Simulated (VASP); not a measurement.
# InP (Fm-3m) in VASP: a series of runs, part 2 of 3

VASP 6.6.1.

**3. Electric field gradients, LDA (23.74 Å³/atom)**

This run uses another cell than the first one, of 23.74 Å³/atom.

INCAR reads:

```
SYSTEM = InP
ALGO     = Normal         ! electronic algorithm
EDIFF    = 1E-8           ! SCF threshold, eV
ENCUT    = 520            ! plane-wave cutoff, eV
ISIF     = 2              ! what is computed and relaxed
ISMEAR   = -1             ! smearing method
LASPH    = .True.         ! aspherical terms in the spheres
LCHARG   = .False.        ! write CHGCAR
LEFG     = .True.       
LREAL    = .False.        ! projectors in reciprocal space
LWAVE    = .False.        ! write WAVECAR
NBANDS   = 16             ! bands
NELM     = 60             ! most SCF steps
PREC     = Accurate       ! precision mode
SIGMA    = 0.05           ! smearing width, eV
```

KPOINTS reads:

```
k-points
0
Gamma
  11 11 11
  0 0 0
```

POSCAR reads:

```
InP
1.0
    0.0000000000      2.8739078358      2.8739078358
    2.8739078358      0.0000000000      2.8739078358
    2.8739078358      2.8739078358      0.0000000000
In P
1 1
Direct
    0.0000000000      0.0000000000      0.0000000000
    0.5000000000      0.5000000000      0.5000000000
```

Potentials or basis: VASP PAW LDA potentials, release 64 (In_d, P).

On the command line:

```console
cat potpaw_LDA.64/In_d/POTCAR potpaw_LDA.64/P/POTCAR > POTCAR
mpirun -np 1 vasp_std > vasp.out
```

OUTCAR:

```text
SYSTEM = InP
   EDIFF = 1E-8
   ENCUT = 520
   ISIF = 2
   ISMEAR = -1
   LASPH = .True.
   LREAL = .False.
   NELM = 60
   PREC = Accurate

 ion  position               nearest neighbor table
   1  0.000  0.000  0.000-   2 2.87   2 2.87   2 2.87   2 2.87   2 2.87   2 2.87
   2  0.500  0.500  0.500-   1 2.87   1 2.87   1 2.87   1 2.87   1 2.87   1 2.87

  LATTYP: Found a face centered cubic cell.
 ALAT       =     5.7478156716

  Lattice vectors:

 A1 = (   0.0000000000,   2.8739078358,   2.8739078358)
 A2 = (   2.8739078358,   0.0000000000,   2.8739078358)
 A3 = (   2.8739078358,   2.8739078358,   0.0000000000)

Analysis of symmetry for initial positions (statically):
=====================================================================
 Subroutine PRICEL returns:
 Original cell was already a primitive cell.

 Routine SETGRP: Setting up the symmetry group for a
 face centered cubic supercell.

 Subroutine GETGRP returns: Found 48 space group operations
 (whereof 48 operations were pure point group operations)
 out of a pool of 48 trial point group operations.

The static configuration has the point symmetry O_h .

Analysis of symmetry for dynamics (positions and initial velocities):
=====================================================================
 Subroutine PRICEL returns:
 Original cell was already a primitive cell.

 Routine SETGRP: Setting up the symmetry group for a
 face centered cubic supercell.

 Subroutine GETGRP returns: Found 48 space group operations
 (whereof 48 operations were pure point group operations)
 out of a pool of 48 trial point group operations.

The dynamic configuration has the point symmetry O_h .

 Subroutine INISYM returns: Found 48 space group operations
 (whereof 48 operations are pure point group operations),
 and found     1 'primitive' translations

----------------------------------------------------------------------------------------

                                     Primitive cell

  volume of cell :      47.4732

  direct lattice vectors                    reciprocal lattice vectors
     0.000000000  2.873907836  2.873907836    -0.173979135  0.173979135  0.173979135
     2.873907836  0.000000000  2.873907836     0.173979135 -0.173979135  0.173979135
     2.873907836  2.873907836  0.000000000     0.173979135  0.173979135 -0.173979135

  length of vectors
     4.064319438  4.064319438  4.064319438     0.301340702  0.301340702  0.301340702

  position of ions in fractional coordinates (direct lattice)
     0.000000000  0.000000000  0.000000000
     0.500000000  0.500000000  0.500000000

  ion indices of the primitive-cell ions
   primitive index   ion index
                 1           1
                 2           2

----------------------------------------------------------------------------------------

 KPOINTS: k-points

Automatic generation of k-mesh.
 Grid dimensions read from file:
 generate k-points for:   11   11   11

[... 64 lines left out ...]
   LREAL  =      F    real-space projection
   EDIFFG = 0.1E-06   stopping-criterion for IOM
   NSW    =      0    number of steps for IOM
   IBRION =     -1    ionic relax: 0-MD 1-quasi-New 2-CG
   NFREE  =      0    steps in history (QN), initial steepest desc. (CG)
   ISIF   =      2    stress and relaxation
   ISYM   =      2    0-nonsym 1-usesym 2-fastsym
   POTIM  = 0.5000    time-step for ionic-motion
   TEBEG  =    0.0;   TEEND  =   0.0 temperature during run
   PSTRESS=    0.0 pullay stress
   NELECT =      18.0000    total number of electrons
   NUPDOWN=      -1.0000    fix difference up-down
   EMIN   =  10.00;   EMAX   =-10.00  energy-range for DOS
   EFERMI =   0.00;   METHOD = LEGACY
   ISMEAR =    -1;   SIGMA  =   0.05  broadening in eV -4-tet -1-fermi 0-gaus
   EFERMI_NEDOS =   21; number of points for ismear=-14 and -15
   IALGO  =     38    algorithm
   IMIX   =      4    mixing-type and parameters
     AMIX     =   0.40;   BMIX     =  1.00
     AMIX_MAG =   1.60;   BMIX_MAG =  1.00
  volume/ion in A,a.u.               =      23.74       160.18
  Fermi-wavevector in a.u.,A,eV,Ry     =   1.184903  2.239142 19.102516  1.403995
  Thomas-Fermi vector in A             =   2.321108
   LORBIT       =      0    0 simple, 1 ext, 2 COOP (PROOUT), +10 PAW based schemes
   GGA     = CA    functional components
   LHFCALC =     F    Hartree Fock is set to
   AEXX    =    0.0000 exact exchange contribution
   IVDW    =     0    specifies the selected vdW correction
   LEPSILON=     F    determine dielectric tensor
   LRPA    =     F    only Hartree local field effects (RPA)
 non-spin polarized calculation
  energy-cutoff  :      520.00
  volume of cell :       47.47
 maximum number of plane-waves:      1303
   NGX = 15   NGY = 15   NGZ = 15

 number of electron      18.0000001 magnetization

 Free energy of the ion-electron system (eV)
  ---------------------------------------------------
  ext. energy  EPLUGINS =         0.00000000
  ---------------------------------------------------
  free energy    TOTEN  =        -9.03378373 eV

  energy without entropy =       -9.02573255  energy(sigma->0) =       -9.02975814

 E-fermi :   5.5223     XC(G=0): -10.1415

 val. band max:        5.5095063766   @ k =  -0.4545   0.0909   0.0000
 cond. band min:       5.5570946825   @ k =  -0.0909   0.0909   0.0000
 fundamental gap:      0.0475883058
 Fermi energy:         5.5223202053

 k-point     1 :       0.0000    0.0000    0.0000
  band No.  band energies     occupation
      1      -8.4887      2.00000
      2      -8.4887      2.00000
      3      -8.4710      2.00000
      4      -8.4710      2.00000
      5      -8.4710      2.00000
      6      -5.6907      2.00000
[... 433 lines left out ...]
      3      -8.4679      2.00000
      4      -8.4459      2.00000
      5      -8.4357      2.00000
      6      -4.7622      2.00000
[... 8 lines left out ...]
     15      14.9547      0.00000
     16      16.2156      0.00000

 [... further k-points ...]
[... 5 lines left out ...]
  --------------------------------------------------------------------------------------
  -------------------------------------------------------------------------------------
  Total       -3.0673920     -3.0673920     -3.0673920      0.0000000      0.0000000     -0.0000000
  in kB     -103.5216915   -103.5216915   -103.5216915      0.0000000      0.0000000     -0.0000000
  external PRESSURE =    -103.5216915 kB  Pullay stress =       0.0000000 kB

 VOLUME and BASIS-vectors are now :
 -----------------------------------------------------------------------------
  energy-cutoff  :      520.00
  volume of cell :       47.47
      direct lattice vectors                 reciprocal lattice vectors
     0.000000000  2.873907836  2.873907836    -0.173979135  0.173979135  0.173979135
     2.873907836  0.000000000  2.873907836     0.173979135 -0.173979135  0.173979135
     2.873907836  2.873907836  0.000000000     0.173979135  0.173979135 -0.173979135

 POSITION                                       TOTAL-FORCE (eV/Angst)
 -----------------------------------------------------------------------------------
      0.00000      0.00000      0.00000        -0.000000     -0.000000      0.000000
      2.87391      2.87391      2.87391         0.000000      0.000000     -0.000000
 -----------------------------------------------------------------------------------
    total drift:                               -0.000000      0.000000      0.000000

  FREE ENERGIE OF THE ION-ELECTRON SYSTEM (eV)
  ---------------------------------------------------
  free  energy   TOTEN  =        -9.0337837284 eV

  energy  without entropy=       -9.0257325491  energy(sigma->0) =       -9.02975814

 Electric field gradients (V/A^2)
---------------------------------------------------------------------
 ion       V_xx      V_yy      V_zz      V_xy      V_xz      V_yz
---------------------------------------------------------------------
   1      -0.000    -0.000     0.000    -0.002    -0.002    -0.002
   2       0.000     0.000     0.000     0.000     0.000     0.000
---------------------------------------------------------------------

 Electric field gradients after diagonalization (V/A^2)
 (convention: |V_zz| > |V_xx| > |V_yy|)
----------------------------------------------------------------------
 ion       V_xx      V_yy      V_zz     asymmetry (V_yy - V_xx)/ V_zz
----------------------------------------------------------------------
   1       0.002     0.002    -0.003       0.000
   2      -0.000    -0.000     0.000       0.000
----------------------------------------------------------------------

           NMR quadrupolar parameters

 Cq : quadrupolar parameter    Cq=e*Q*V_zz/h
 eta: asymmetry parameters     (V_yy - V_xx)/ V_zz
 Q  : nuclear electric quadrupole moment in mb (millibarn)
----------------------------------------------------------------------
 ion       Cq(MHz)       eta       Q (mb)
----------------------------------------------------------------------
   1      -0.000       0.000       1.000
   2       0.000       0.000       1.000
----------------------------------------------------------------------
```

Wall time 47 s (1 thread of Intel Xeon 8259CL, shared host); peak memory 0.17 GiB.

Results:

| Quantity | Value |
| --- | --- |
| Free energy | -9.0338 eV |
| Pressure | -10.4 GPa |
| Band gap on the k mesh | zero (bands 9 and 10 overlap by 2.27 eV) |
| Largest electric field gradient by atom | zero within the noise of the run |

Levels at points of the mesh, in eV from the Fermi level:
```
           k point  band 7  band 8  band 9  band 10  band 11  band 12
(0.00, 0.00, 0.00)   -0.44   -0.18   -0.18    -0.18     7.10     7.10
```

Caveat: the cell stands under tension; spin-orbit coupling is left out, which moves the levels of the heavy elements.

**4. Electric field gradients, LDA (23.74 Å³/atom)**

This run uses another cell than the first one, of 23.74 Å³/atom.

INCAR reads:

```
SYSTEM = InP
ALGO = Normal ; EDIFF = 1E-8
ENCUT = 520 ; GGA = CA
ISIF = 2 ; ISMEAR = -1
LASPH = .True. ; LCHARG = .False.
LEFG = .True. ; LREAL = .False.
LWAVE = .False. ; NBANDS = 16
NELM = 80 ; PREC = Accurate
SIGMA = 0.05
```

KPOINTS is that of step 3.

POSCAR is that of step 3.

Potentials or basis: VASP PAW LDA potentials, release 64 (In_d, P).

On the command line:

```console
cat potpaw_LDA.64/In_d/POTCAR potpaw_LDA.64/P/POTCAR > POTCAR
mpirun -np 1 vasp_std > vasp.out
```

OUTCAR:

```text
SYSTEM = InP
   EDIFF = 1E-8
   ENCUT = 520
   GGA = CA
   ISIF = 2
   ISMEAR = -1
   LASPH = .True.
   LREAL = .False.
   NELM = 80
   PREC = Accurate

 ion  position               nearest neighbor table
   1  0.000  0.000  0.000-   2 2.87   2 2.87   2 2.87   2 2.87   2 2.87   2 2.87
   2  0.500  0.500  0.500-   1 2.87   1 2.87   1 2.87   1 2.87   1 2.87   1 2.87

  LATTYP: Found a face centered cubic cell.
 ALAT       =     5.7478156716

  Lattice vectors:

 A1 = (   0.0000000000,   2.8739078358,   2.8739078358)
[... 668 lines left out ...]
  ---------------------------------------------------
  free  energy   TOTEN  =        -9.0337837284 eV

  energy  without entropy=       -9.0257325491  energy(sigma->0) =       -9.02975814

 Electric field gradients (V/A^2)
---------------------------------------------------------------------
 ion       V_xx      V_yy      V_zz      V_xy      V_xz      V_yz
---------------------------------------------------------------------
   1      -0.000    -0.000     0.000    -0.002    -0.002    -0.002
   2       0.000     0.000     0.000     0.000     0.000     0.000
---------------------------------------------------------------------

 Electric field gradients after diagonalization (V/A^2)
 (convention: |V_zz| > |V_xx| > |V_yy|)
----------------------------------------------------------------------
 ion       V_xx      V_yy      V_zz     asymmetry (V_yy - V_xx)/ V_zz
----------------------------------------------------------------------
   1       0.002     0.002    -0.003       0.000
   2      -0.000    -0.000     0.000       0.000
----------------------------------------------------------------------

           NMR quadrupolar parameters

 Cq : quadrupolar parameter    Cq=e*Q*V_zz/h
 eta: asymmetry parameters     (V_yy - V_xx)/ V_zz
 Q  : nuclear electric quadrupole moment in mb (millibarn)
----------------------------------------------------------------------
 ion       Cq(MHz)       eta       Q (mb)
----------------------------------------------------------------------
   1      -0.000       0.000       1.000
   2       0.000       0.000       1.000
----------------------------------------------------------------------
```

Run time: 55 s. Hardware: 1 thread of Intel Xeon 8259CL, shared host; peak memory 0.17 GiB.

What came out:

- Free energy: -9.0338 eV
- Pressure: -10.4 GPa
- Band gap on the k mesh: zero (bands 9 and 10 overlap by 2.27 eV)
- Largest electric field gradient by atom: zero within the noise of the run

Levels at points of the mesh, in eV from the Fermi level:
```
           k point  band 5  band 6  band 7  band 8  band 9  band 10  band 11  band 12  band 13  band 14
(0.00, 0.00, 0.00)  -13.99  -11.21   -0.44   -0.18   -0.18    -0.18     7.10     7.10     7.10     7.66
```

Caveat: the cell stands under tension; spin-orbit coupling is left out, which moves the levels of the heavy elements.

(Part 2 of 3 ends here.)
